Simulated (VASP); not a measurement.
# CrO2 (P4_2/mnm) in VASP: single point with PBE+U

Aim: the single point of CrO2 with PBE+U.

All numbers are computed with VASP 6.6.1; they aren't measurements. Logs are shortened: lines on timing, memory, paths and dates and some standing lists are left out, and cuts for length are marked.

## Step 1: The cell of the first run

The structure is tetragonal, space group P4_2/mnm (No. 136). The conventional cell has a = 4.421 Å, b = 4.421 Å, c = 2.917 Å, α = 90.00°, β = 90.00°, γ = 90.00°. Cr (site symmetry mmm) has 6 O at 1.88 to 1.92 Å within 2.5 Å. Within 2.5 Å of O (site symmetry m2m) lie 3 Cr at 1.88 to 1.92 Å and 1 O at 2.49 Å.

## Step 2: Single point, PBE+U, collinear spin, ferromagnetic start

INCAR

```
SYSTEM = CrO2
PREC = Accurate ; ENCUT = 700
EDIFF = 1E-6 ; ISMEAR = 0
SIGMA = 0.05 ; LREAL = .False.
LASPH = .True. ; NELM = 200
ALGO = Normal ; ISIF = 2
LWAVE = .False. ; LCHARG = .False.
ISPIN = 2 ; MAGMOM = 2 2 0 0 0 0
LORBIT = 11 ; LMAXMIX = 4
LDAU = .True. ; LDAUTYPE = 2
LDAUL = 2 -1 ; LDAUU = 6 0
LDAUJ = 0 0 ; LDAUPRINT = 1
GGA = PE ; NBANDS = 39
GGA_COMPAT = .False.
```

KPOINTS

```
Automatic mesh
0
Gamma
  4 4 6
  0 0 0
```

POSCAR

```
CrO2
1.0
    4.4210008300      0.0000000000      0.0000000000
    0.0000000000      4.4210008300      0.0000000000
    0.0000000000      0.0000000000      2.9170005500
Cr O
2 4
Direct
    0.0000000000      0.0000000000      0.0000000000
    0.5000000000      0.5000000000      0.5000000000
    0.3010000000      0.3010000000      0.0000000000
    0.1990000000      0.8010000000      0.5000000000
    0.6990000000      0.6990000000      0.0000000000
    0.8010000000      0.1990000000      0.5000000000
```

Potentials or basis: VASP PAW PBE potentials, release 64 (Cr_sv, O).

On the command line:

```
> cat potpaw_PBE.64/Cr_sv/POTCAR potpaw_PBE.64/O/POTCAR > POTCAR
> mpirun -np 1 vasp_std > vasp.out
```

OUTCAR:

```text
SYSTEM = CrO2
   PREC = Accurate
   ENCUT = 700
   EDIFF = 1E-6
   ISMEAR = 0
   LREAL = .False.
   LASPH = .True.
   NELM = 200
   ISIF = 2
   ISPIN = 2
   LORBIT = 11
   GGA = PE

 ion  position               nearest neighbor table
   1  0.000  0.000  0.000-   3 1.88   5 1.88   4 1.92   6 1.92   4 1.92   6 1.92
   2  0.500  0.500  0.500-   4 1.88   6 1.88   5 1.92   3 1.92   3 1.92   5 1.92
   3  0.301  0.301  0.000-   1 1.88   2 1.92   2 1.92
   4  0.199  0.801  0.500-   2 1.88   1 1.92   1 1.92
   5  0.699  0.699  0.000-   1 1.88   2 1.92   2 1.92
   6  0.801  0.199  0.500-   2 1.88   1 1.92   1 1.92

  LATTYP: Found a simple tetragonal cell.
 ALAT       =     4.4210008300
 C/A-ratio  =     0.6598054744

  Lattice vectors:

 A1 = (   4.4210008300,   0.0000000000,   0.0000000000)
 A2 = (   0.0000000000,   4.4210008300,   0.0000000000)
 A3 = (   0.0000000000,   0.0000000000,   2.9170005500)

Analysis of symmetry for initial positions (statically):
=====================================================================
 Subroutine PRICEL returns:
 Original cell was already a primitive cell.

 Routine SETGRP: Setting up the symmetry group for a
 simple tetragonal supercell.

 Subroutine GETGRP returns: Found 16 space group operations
 (whereof  8 operations were pure point group operations)
 out of a pool of 16 trial point group operations.

The static configuration has the point symmetry D_2h.
 The point group associated with its full space group is D_4h.

Analysis of symmetry for dynamics (positions and initial velocities):
=====================================================================
 Subroutine PRICEL returns:
 Original cell was already a primitive cell.

 Routine SETGRP: Setting up the symmetry group for a
 simple tetragonal supercell.

 Subroutine GETGRP returns: Found 16 space group operations
 (whereof  8 operations were pure point group operations)
 out of a pool of 16 trial point group operations.

The dynamic configuration has the point symmetry D_2h.
 The point group associated with its full space group is D_4h.

Analysis of structural, dynamic, and magnetic symmetry:
=====================================================================
 Subroutine PRICEL returns:
 Original cell was already a primitive cell.

 Routine SETGRP: Setting up the symmetry group for a
 simple tetragonal supercell.

 Subroutine GETGRP returns: Found 16 space group operations
 (whereof  8 operations were pure point group operations)
 out of a pool of 16 trial point group operations.

The overall configuration has the point symmetry D_2h.
 The point group associated with its full space group is D_4h.

[... 214 lines left out ...]
 number of electron      51.9999994 magnetization       3.9999804

 Free energy of the ion-electron system (eV)
  ---------------------------------------------------
  ext. energy  EPLUGINS =         0.00000000
  ---------------------------------------------------
  free energy    TOTEN  =       -42.01169481 eV

  energy without entropy =      -42.01150004  energy(sigma->0) =      -42.01159742

 E-fermi :   6.4790     XC(G=0): -11.9297

 val. band max:        6.4143397436   @ k =   0.0000   0.0000   0.1667
 cond. band min:       6.5340398428   @ k =   0.0000   0.0000   0.5000
 fundamental gap:      0.1197000992
 Fermi energy:         6.4790263004

 spin component 1

 k-point     1 :       0.0000    0.0000    0.0000
  band No.  band energies     occupation
      1     -67.3159      1.00000
      2     -67.3106      1.00000
      3     -38.6801      1.00000
      4     -38.6801      1.00000
      5     -38.6335      1.00000
      6     -38.6335      1.00000
[... 973 lines left out ...]
     37      20.1307      0.00000
     38      20.1307      0.00000
 Fermi energy:         6.4790263004

 spin component 2

 k-point     1 :       0.0000    0.0000    0.0000
  band No.  band energies     occupation
      1     -64.8061      1.00000
      2     -64.7999      1.00000
      3     -36.4067      1.00000
      4     -36.4067      1.00000
      5     -36.2881      1.00000
      6     -36.2881      1.00000
[... 973 lines left out ...]
     37      20.8118      0.00000
     38      20.8129      0.00000
 [bands above 38 left out]

------------------------ aborting loop because EDIFF is reached ----------------------------------------

  FORCE on cell =-STRESS in cart. coord.  units (eV):
  Direction    XX          YY          ZZ          XY          YZ          ZX
  --------------------------------------------------------------------------------------
  -------------------------------------------------------------------------------------
  Total        3.2988526      3.2988526      5.1253833      0.0000000      0.0000000      0.0000000
  in kB       92.7034278     92.7034278    144.0320797      0.0000000      0.0000000      0.0000000
  external PRESSURE =     109.8129784 kB  Pullay stress =       0.0000000 kB

 VOLUME and BASIS-vectors are now :
 -----------------------------------------------------------------------------
  energy-cutoff  :      700.00
  volume of cell :       57.01
      direct lattice vectors                 reciprocal lattice vectors
     4.421000830  0.000000000  0.000000000     0.226193127  0.000000000  0.000000000
     0.000000000  4.421000830  0.000000000     0.000000000  0.226193127  0.000000000
     0.000000000  0.000000000  2.917000550     0.000000000  0.000000000  0.342817899

 POSITION                                       TOTAL-FORCE (eV/Angst)
 -----------------------------------------------------------------------------------
      0.00000      0.00000      0.00000         0.000000      0.000000      0.000000
      2.21050      2.21050      1.45850         0.000000      0.000000      0.000000
      1.33072      1.33072      0.00000        -0.163374     -0.163374      0.000000
      0.87978      3.54122      1.45850         0.163374     -0.163374      0.000000
      3.09028      3.09028      0.00000         0.163374      0.163374      0.000000
      3.54122      0.87978      1.45850        -0.163374      0.163374      0.000000
 -----------------------------------------------------------------------------------
    total drift:                               -0.000000      0.000000     -0.000000

  FREE ENERGIE OF THE ION-ELECTRON SYSTEM (eV)
  ---------------------------------------------------
  free  energy   TOTEN  =       -42.0116948135 eV

  energy  without entropy=      -42.0115000354  energy(sigma->0) =      -42.01159742

 total charge

# of ion       s       p       d       tot
------------------------------------------
    1        2.161   6.061   3.264  11.487
    2        2.161   6.061   3.264  11.487
    3        1.565   3.509   0.000   5.075
    4        1.565   3.509   0.000   5.075
    5        1.565   3.509   0.000   5.075
    6        1.565   3.509   0.000   5.075
--------------------------------------------------
tot         10.584  26.159   6.529  43.272

 magnetization (x)

# of ion       s       p       d       tot
------------------------------------------
    1        0.014   0.014   2.192   2.219
    2        0.014   0.014   2.192   2.219
    3       -0.005  -0.160   0.000  -0.165
    4       -0.005  -0.160   0.000  -0.165
    5       -0.005  -0.160   0.000  -0.165
    6       -0.005  -0.160   0.000  -0.165
--------------------------------------------------
tot          0.005  -0.611   4.384   3.778
```

OSZICAR:

```text
N       E                     dE             d eps       ncg     rms          rms(c)
DAV:   1     0.910870980611E+03    0.91087E+03   -0.32591E+04  4934   0.329E+03
DAV:   2     0.286860734306E+02   -0.88218E+03   -0.83996E+03  4337   0.741E+02
DAV:   3    -0.500109141038E+02   -0.78697E+02   -0.76758E+02  5531   0.233E+02
[... 13 lines left out ...]
DAV:  17    -0.420116451520E+02   -0.58705E-03   -0.15937E-03  5481   0.384E-01    0.105E-01
DAV:  18    -0.420116736719E+02   -0.28520E-04   -0.14811E-04  7245   0.104E-01    0.732E-02
DAV:  19    -0.420116861786E+02   -0.12507E-04   -0.55515E-05  6131   0.577E-02    0.389E-02
DAV:  20    -0.420116928953E+02   -0.67167E-05   -0.12585E-05  5831   0.495E-02    0.143E-02
DAV:  21    -0.420116945716E+02   -0.16763E-05   -0.80121E-06  3684   0.236E-02    0.828E-03
DAV:  22    -0.420116948135E+02   -0.24196E-06   -0.22484E-06  3343   0.134E-02
   1 F= -.42011695E+02 E0= -.42011597E+02  d E =-.194778E-03  mag=     4.0000
```

Run time: 4.7 min. Hardware: 1 thread of Intel Xeon Platinum 8375C at 2.90GHz (Ice Lake), shared host; peak memory 0.3 GiB.

Results:

```
Free energy                                           : -42.0117 eV
Pressure                                              : 11.0 GPa
Largest force                                         : 0.231 eV/Å
Band gap on the k mesh                                : zero (filled and empty bands overlap)
Net moment                                            : 4.00 μB per cell
Site moments                                          : Cr +2.22; O -0.17 μB
Valence electrons inside the program's atomic spheres : Cr 11.49; O 5.08
```

Forces in eV/Å, atoms in the order of the input:
```
Cr   0.000  0.000  0.000
Cr   0.000  0.000  0.000
O   -0.163 -0.163  0.000
O    0.163 -0.163  0.000
O    0.163  0.163  0.000
O   -0.163  0.163  0.000
```

Eigenvalues of the final occupation matrices:
| site | spin | trace | eigenvalues |
| --- | --- | --- | --- |
| site 1 d | 1 | 2.74 | 0.27 0.30 0.37 0.89 0.91 |
| site 1 d | 2 | 0.54 | 0.04 0.05 0.07 0.19 0.19 |
| site 2 d | 1 | 2.74 | 0.27 0.30 0.37 0.89 0.91 |
| site 2 d | 2 | 0.54 | 0.04 0.05 0.07 0.19 0.19 |

Caveat: the stress differs along the axes, from 9 to 14 GPa; the run started ferromagnetic, and an antiferromagnetic order may lie lower in energy. The state reached can hang on the start; a lower one may exist.

The gap in the log of VASP goes by the Fermi energy; the results here count the filled bands.